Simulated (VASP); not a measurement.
# HfH4 in VASP: single point with PBE

Aim: the single point of HfH4 with PBE.

Program: VASP 6.6.1. These are calculated values, not measurements. Logs are shortened: lines on timing, memory, paths and dates and some standing lists are left out, and cuts for length are marked.

## 1. The cell of the first run

The cell holds a sheet with vacuum, 5 atoms: a = 6.586 Å, b = 6.586 Å, c = 28.059 Å, α = 90.00°, β = 90.00°, γ = 90.00°.

## 2. Single point, PBE

Input file POSCAR:

```
HfH4
1.0
    6.5863181231      0.0000000000      0.0000000000
    0.0000000000      6.5863181231      0.0000000000
    0.0000000000      0.0000000000     28.0592452122
Hf H
1 4
Direct
    0.5000000000      0.5000000000      0.2851110192
    0.2724195898      0.5000000000      0.3228727251
    0.7275804102      0.5000000000      0.3228727251
    0.5000000000      0.7275804102      0.2473493133
    0.5000000000      0.2724195898      0.2473493133
```

Input file INCAR.step1:

```
PREC = Accurate ; ENCUT = 520
EDIFF = 1E-6 ; ISMEAR = 0
SIGMA = 0.02 ; LREAL = False
LASPH = True ; NELM = 80
ALGO = Normal ; ISIF = 2
LWAVE = False ; LCHARG = True
LMAXMIX = 4 ; LDIPOL = True
IDIPOL = 3 ; DIPOL = 0.5 0.5 0.285
GGA = PE ; NBANDS = 15
```

Input file KPOINTS.step1:

```
Automatic mesh
0
Gamma
  4 4 1
```

Input file INCAR.step2:

```
PREC = Accurate ; ENCUT = 520
EDIFF = 1E-6 ; ISMEAR = 0
SIGMA = 0.02 ; LREAL = False
LASPH = True ; NELM = 80
ALGO = Normal ; ISIF = 2
LWAVE = False ; LCHARG = False
LMAXMIX = 4 ; LDIPOL = True
IDIPOL = 3 ; DIPOL = 0.5 0.5 0.285
GGA = PE ; LORBIT = 11
NEDOS = 2001 ; ICHARG = 11
```

Input file KPOINTS.step2:

```
Automatic mesh
0
Gamma
  6 6 1
```

Potentials or basis: VASP PAW PBE potentials, release 64 (Hf_pv, H).

Started as:

```
cat potpaw_PBE.64/Hf_pv/POTCAR potpaw_PBE.64/H/POTCAR > POTCAR
cp INCAR.step1 INCAR
cp KPOINTS.step1 KPOINTS
mpirun -np 1 vasp_std > vasp.out
cp INCAR.step2 INCAR
cp KPOINTS.step2 KPOINTS
mpirun -np 1 vasp_std > vasp.out
```

OUTCAR:

```text
PREC = Accurate
   ENCUT = 520
   EDIFF = 1E-6
   ISMEAR = 0
   LREAL = False
   LASPH = True
   NELM = 80
   ISIF = 2
   GGA = PE
   LORBIT = 11
   ICHARG = 11

 ion  position               nearest neighbor table
   1  0.500  0.500  0.285-   2 1.84   3 1.84   4 1.84   5 1.84
   2  0.272  0.500  0.323-   1 1.84
   3  0.728  0.500  0.323-   1 1.84
   4  0.500  0.728  0.247-   1 1.84
   5  0.500  0.272  0.247-   1 1.84

  LATTYP: Found a simple tetragonal cell.
 ALAT       =     6.5863181231
 C/A-ratio  =     4.2602323009

  Lattice vectors:

 A1 = (   6.5863181231,   0.0000000000,   0.0000000000)
 A2 = (   0.0000000000,   6.5863181231,   0.0000000000)
 A3 = (   0.0000000000,   0.0000000000,  28.0592452122)

Analysis of symmetry for initial positions (statically):
=====================================================================
 Subroutine PRICEL returns:
 Original cell was already a primitive cell.

 Routine SETGRP: Setting up the symmetry group for a
 simple tetragonal supercell.

 Subroutine GETGRP returns: Found  8 space group operations
 (whereof  4 operations were pure point group operations)
 out of a pool of 16 trial point group operations.

The static configuration has the point symmetry C_2v.
 The point group associated with its full space group is D_2d.

Analysis of symmetry for dynamics (positions and initial velocities):
=====================================================================
 Subroutine PRICEL returns:
 Original cell was already a primitive cell.

 Routine SETGRP: Setting up the symmetry group for a
 simple tetragonal supercell.

 Subroutine GETGRP returns: Found  8 space group operations
 (whereof  4 operations were pure point group operations)
 out of a pool of 16 trial point group operations.

The dynamic configuration has the point symmetry C_2v.
 The point group associated with its full space group is D_2d.

 Subroutine INISYM returns: Found  8 space group operations
 (whereof  4 operations are pure point group operations),
 and found     1 'primitive' translations

----------------------------------------------------------------------------------------

                                     Primitive cell

  volume of cell :    1217.1985

  direct lattice vectors                    reciprocal lattice vectors
     6.586318123  0.000000000  0.000000000     0.151829897  0.000000000  0.000000000
     0.000000000  6.586318123  0.000000000     0.000000000  0.151829897  0.000000000
     0.000000000  0.000000000 28.059245212     0.000000000  0.000000000  0.035638877

  length of vectors
     6.586318123  6.586318123 28.059245212     0.151829897  0.151829897  0.035638877

  position of ions in fractional coordinates (direct lattice)
     0.500000000  0.500000000  0.285111019
     0.272419590  0.500000000  0.322872725
     0.727580410  0.500000000  0.322872725
     0.500000000  0.727580410  0.247349313
     0.500000000  0.272419590  0.247349313

  ion indices of the primitive-cell ions
   primitive index   ion index
                 1           1
                 2           2
                 3           3
                 4           4
                 5           5

----------------------------------------------------------------------------------------

 KPOINTS: Automatic mesh

Automatic generation of k-mesh.
 Grid dimensions read from file:
 generate k-points for:    6    6    1

 Generating k-lattice:

  Cartesian coordinates                     Fractional coordinates (reciprocal lattice)
     0.025304983  0.000000000  0.000000000     0.166666667  0.000000000  0.000000000
     0.000000000  0.025304983  0.000000000     0.000000000  0.166666667  0.000000000
     0.000000000  0.000000000  0.035638877     0.000000000  0.000000000  1.000000000

  Length of vectors
     0.025304983  0.025304983  0.035638877

  Shift w.r.t. Gamma in fractional coordinates (k-lattice)
     0.000000000  0.000000000  0.000000000

 Subroutine IBZKPT returns following result:
 ===========================================

 Found     10 irreducible k-points:

 Following reciprocal coordinates:
            Coordinates               Weight
  0.000000  0.000000  0.000000      1.000000
  0.166667  0.000000  0.000000      4.000000
  0.333333  0.000000  0.000000      4.000000
  0.500000  0.000000  0.000000      2.000000
  0.166667  0.166667  0.000000      4.000000
  0.333333  0.166667  0.000000      8.000000
  0.500000  0.166667  0.000000      4.000000
  0.333333  0.333333  0.000000      4.000000
  0.500000  0.333333  0.000000      4.000000
  0.500000  0.500000  0.000000      1.000000
   k-points           NKPTS =     10   k-points in BZ     NKDIM =     10   number of bands    NBANDS=     11
   number of dos      NEDOS =   2001   number of ions     NIONS =      5
   total plane-waves  NPLWV = 525000
   dimension x,y,z NGX =    50 NGY =   50 NGZ =  210
   dimension x,y,z NGXF=   100 NGYF=  100 NGZF=  420
   ions per type =               1   4
   NGX,Y,Z   is equivalent  to a cutoff of  12.62, 12.62, 12.44 a.u.
   NGXF,Y,Z  is equivalent  to a cutoff of  25.24, 25.24, 24.88 a.u.
 SYSTEM =  unknown system
   PREC   = accura    normal or accurate (medium, high low for compatibility)
   ISTART =      0    job   : 0-new  1-cont  2-samecut
   ICHARG =     11    charge: 1-file 2-atom 10-const
   ISPIN  =      1    spin polarized calculation?
   LNONCOLLINEAR =      F non collinear calculations
   LSORBIT =      F    spin-orbit coupling
   LASPH  =      T    aspherical Exc in radial PAW
   ENCUT  =  520.0 eV  38.22 Ry    6.18 a.u.  12.25 12.25 52.17*2*pi/ulx,y,z
   NELM   =     80;   NELMIN=  2; NELMDL=  0     # of ELM steps
   EDIFF  = 0.1E-05   stopping-criterion for ELM
   LREAL  =      F    real-space projection
   EDIFFG = 0.1E-04   stopping-criterion for IOM
   NSW    =      0    number of steps for IOM
   IBRION =     -1    ionic relax: 0-MD 1-quasi-New 2-CG
   NFREE  =      0    steps in history (QN), initial steepest desc. (CG)
   ISIF   =      2    stress and relaxation
   ISYM   =      2    0-nonsym 1-usesym 2-fastsym
   POTIM  = 0.5000    time-step for ionic-motion
   TEBEG  =    0.0;   TEEND  =   0.0 temperature during run
   PSTRESS=    0.0 pullay stress
   NELECT =      14.0000    total number of electrons
   NUPDOWN=      -1.0000    fix difference up-down
   EMIN   =  10.00;   EMAX   =-10.00  energy-range for DOS
   EFERMI =   0.00;   METHOD = LEGACY
   ISMEAR =     0;   SIGMA  =   0.02  broadening in eV -4-tet -1-fermi 0-gaus
   EFERMI_NEDOS =   21; number of points for ismear=-14 and -15
   IALGO  =     38    algorithm
   IMIX   =      4    mixing-type and parameters
     AMIX     =   0.40;   BMIX     =  1.00
     AMIX_MAG =   1.60;   BMIX_MAG =  1.00
  volume/ion in A,a.u.               =     243.44      1642.81
  Fermi-wavevector in a.u.,A,eV,Ry     =   0.369542  0.698333  1.858028  0.136561
  Thomas-Fermi vector in A             =   1.296241
   LORBIT       =     11    0 simple, 1 ext, 2 COOP (PROOUT), +10 PAW based schemes
   GGA     = PE    functional components
   LHFCALC =     F    Hartree Fock is set to
   AEXX    =    0.0000 exact exchange contribution
   IVDW    =     0    specifies the selected vdW correction
   LEPSILON=     F    determine dielectric tensor
   LRPA    =     F    only Hartree local field effects (RPA)
 non-spin polarized calculation
 Gauss-broadening in eV      SIGMA  =   0.02
  energy-cutoff  :      520.00
  volume of cell :     1217.20
 maximum number of plane-waves:     32841
 NGX is ok and might be reduce to    50

 number of electron      13.9999996 magnetization

 dipolmoment           0.000000      0.000000      0.000010 electrons x Angstroem

 Free energy of the ion-electron system (eV)
  ---------------------------------------------------
  ext. energy  EPLUGINS =         0.00000000
  ---------------------------------------------------
  free energy    TOTEN  =       -20.61639118 eV

  energy without entropy =      -20.61639118  energy(sigma->0) =      -20.61639118

 E-fermi :  -6.6976     XC(G=0):  -0.8592

 val. band max:       -6.7901525134   @ k =   0.5000   0.5000   0.0000
 cond. band min:      -2.9068359378   @ k =   0.5000   0.5000   0.0000
 fundamental gap:      3.8833165756
 Fermi energy:        -6.6976203608

 k-point     1 :       0.0000    0.0000    0.0000
  band No.  band energies     occupation
      1     -35.8301      2.00000
      2     -35.8301      2.00000
      3     -35.8299      2.00000
      4      -8.4076      2.00000
      5      -6.9527      2.00000
      6      -6.7959      2.00000
      7      -6.7959      2.00000
      8      -2.8795      0.00000
      9      -2.7795      0.00000
     10      -2.1087      0.00000
     11      -1.6377      0.00000

 k-point     2 :       0.1667    0.0000    0.0000
  band No.  band energies     occupation
      1     -35.8301      2.00000
      2     -35.8301      2.00000
      3     -35.8299      2.00000
      4      -8.3903      2.00000
      5      -6.9521      2.00000
      6      -6.8134      2.00000
      7      -6.7952      2.00000
      8      -2.8705      0.00000
      9      -2.7911      0.00000
     10      -2.0838      0.00000
     11      -1.8247      0.00000

 k-point     3 :       0.3333    0.0000    0.0000
  band No.  band energies     occupation
      1     -35.8301      2.00000
      2     -35.8301      2.00000
      3     -35.8299      2.00000
      4      -8.3545      2.00000
      5      -6.9514      2.00000
      6      -6.8496      2.00000
      7      -6.7938      2.00000
      8      -2.8478      0.00000
      9      -2.8170      0.00000
     10      -2.1689      0.00000
     11      -1.9717      0.00000

 k-point     4 :       0.5000    0.0000    0.0000
  band No.  band energies     occupation
      1     -35.8301      2.00000
      2     -35.8301      2.00000
      3     -35.8299      2.00000
      4      -8.3358      2.00000
      5      -6.9515      2.00000
      6      -6.8680      2.00000
      7      -6.7931      2.00000
      8      -2.8317      0.00000
      9      -2.8292      0.00000
     10      -2.2869      0.00000
     11      -1.9455      0.00000

 k-point     5 :       0.1667    0.1667    0.0000
  band No.  band energies     occupation
      1     -35.8301      2.00000
      2     -35.8301      2.00000
      3     -35.8299      2.00000
      4      -8.3729      2.00000
      5      -6.9514      2.00000
      6      -6.8315      2.00000
      7      -6.7942      2.00000
      8      -2.8621      0.00000
      9      -2.8072      0.00000
     10      -2.0574      0.00000
     11      -1.8323      0.00000

 k-point     6 :       0.3333    0.1667    0.0000
  band No.  band energies     occupation
      1     -35.8301      2.00000
      2     -35.8301      2.00000
      3     -35.8299      2.00000
      4      -8.3366      2.00000
      5      -6.9502      2.00000
      6      -6.8682      2.00000
      7      -6.7928      2.00000
      8      -2.8440      0.00000
      9      -2.8317      0.00000
     10      -2.1374      0.00000
     11      -1.9543      0.00000

 k-point     7 :       0.5000    0.1667    0.0000
  band No.  band energies     occupation
      1     -35.8301      2.00000
      2     -35.8301      2.00000
      3     -35.8299      2.00000
      4      -8.3176      2.00000
      5      -6.9502      2.00000
      6      -6.8869      2.00000
      7      -6.7922      2.00000
      8      -2.8509      0.00000
      9      -2.8237      0.00000
     10      -2.2524      0.00000
     11      -1.9200      0.00000

 k-point     8 :       0.3333    0.3333    0.0000
  band No.  band energies     occupation
      1     -35.8301      2.00000
      2     -35.8301      2.00000
      3     -35.8299      2.00000
      4      -8.2992      2.00000
      5      -6.9481      2.00000
      6      -6.9064      2.00000
      7      -6.7914      2.00000
      8      -2.8736      0.00000
      9      -2.8167      0.00000
     10      -2.0781      0.00000
     11      -2.0759      0.00000

 k-point     9 :       0.5000    0.3333    0.0000
  band No.  band energies     occupation
      1     -35.8301      2.00000
      2     -35.8301      2.00000
      3     -35.8299      2.00000
      4      -8.2796      2.00000
      5      -6.9475      2.00000
      6      -6.9259      2.00000
      7      -6.7908      2.00000
      8      -2.8895      0.00000
      9      -2.8031      0.00000
     10      -2.1908      0.00000
     11      -2.0449      0.00000

 k-point    10 :       0.5000    0.5000    0.0000
  band No.  band energies     occupation
      1     -35.8301      2.00000
      2     -35.8301      2.00000
      3     -35.8299      2.00000
      4      -8.2597      2.00000
      5      -6.9463      2.00000
      6      -6.9462      2.00000
      7      -6.7902      2.00000
      8      -2.9068      0.00000
      9      -2.7899      0.00000
     10      -2.1605      0.00000
     11      -2.1602      0.00000

------------------------ aborting loop because EDIFF is reached ----------------------------------------

 vacuum level on the upper side and lower side of the slab       (xc-potential included)        -0.005        -0.005

  FORCE on cell =-STRESS in cart. coord.  units (eV):
  Direction    XX          YY          ZZ          XY          YZ          ZX
  --------------------------------------------------------------------------------------
  -------------------------------------------------------------------------------------
  Total       -0.0582650     -0.0582650     -0.0957027      0.0000000      0.0000000      0.0000000
  in kB       -0.0766933     -0.0766933     -0.1259718      0.0000000      0.0000000      0.0000000
  external PRESSURE =      -0.0931194 kB  Pullay stress =       0.0000000 kB

 VOLUME and BASIS-vectors are now :
 -----------------------------------------------------------------------------
  energy-cutoff  :      520.00
  volume of cell :     1217.20
      direct lattice vectors                 reciprocal lattice vectors
     6.586318123  0.000000000  0.000000000     0.151829897  0.000000000  0.000000000
     0.000000000  6.586318123  0.000000000     0.000000000  0.151829897  0.000000000
     0.000000000  0.000000000 28.059245212     0.000000000  0.000000000  0.035638877

 POSITION                                       TOTAL-FORCE (eV/Angst)
 -----------------------------------------------------------------------------------
      3.29316      3.29316      8.00000        -0.000000      0.000000      0.000000
      1.79424      3.29316      9.05956         0.010849      0.000000     -0.010951
      4.79208      3.29316      9.05956        -0.010849      0.000000     -0.010951
      3.29316      4.79208      6.94044        -0.000000     -0.010849      0.010951
      3.29316      1.79424      6.94044        -0.000000      0.010849      0.010951
 -----------------------------------------------------------------------------------
    total drift:                               -0.000000     -0.000000      0.000454

  FREE ENERGIE OF THE ION-ELECTRON SYSTEM (eV)
  ---------------------------------------------------
  free  energy   TOTEN  =       -20.6163911755 eV

  energy  without entropy=      -20.6163911755  energy(sigma->0) =      -20.61639118

 vacuum level on the upper side and lower side of the slab         0.265         0.265

 total charge

# of ion       s       p       d       tot
------------------------------------------
    1        0.438   6.350   1.431   8.219
    2        0.562   0.006   0.000   0.567
    3        0.562   0.006   0.000   0.567
    4        0.562   0.006   0.000   0.567
    5        0.562   0.006   0.000   0.567
--------------------------------------------------
tot          2.684   6.372   1.431  10.488
```

It took 7.7 min on 1 thread of Intel Xeon Platinum 8275CL at 3.00GHz (Skylake/Cascade Lake), shared host; peak memory 0.95 GiB.

What came out:

| Quantity | Value |
| --- | --- |
| Valence electrons inside the program's atomic spheres | Hf 8.22; H 0.57 |

Levels at points of the mesh, in eV from the valence-band top:
| k point | band 3 | band 4 | band 5 | band 6 | band 7 | band 8 | band 9 | band 10 | band 11 |
| --- | --- | --- | --- | --- | --- | --- | --- | --- | --- |
| (0.00, 0.00, 0.00) | -29.04 | -1.62 | -0.16 | -0.01 | -0.01 | 3.91 | 4.01 | 4.68 | 5.15 |
| (0.50, 0.00, 0.00) | -29.04 | -1.55 | -0.16 | -0.08 | 0.00 | 3.96 | 3.96 | 4.50 | 4.84 |
| (0.50, 0.50, 0.00) | -29.04 | -1.47 | -0.16 | -0.16 | 0.00 | 3.88 | 4.00 | 4.63 | 4.63 |

Caveat: spin-orbit coupling is left out, which moves the levels of the heavy elements.
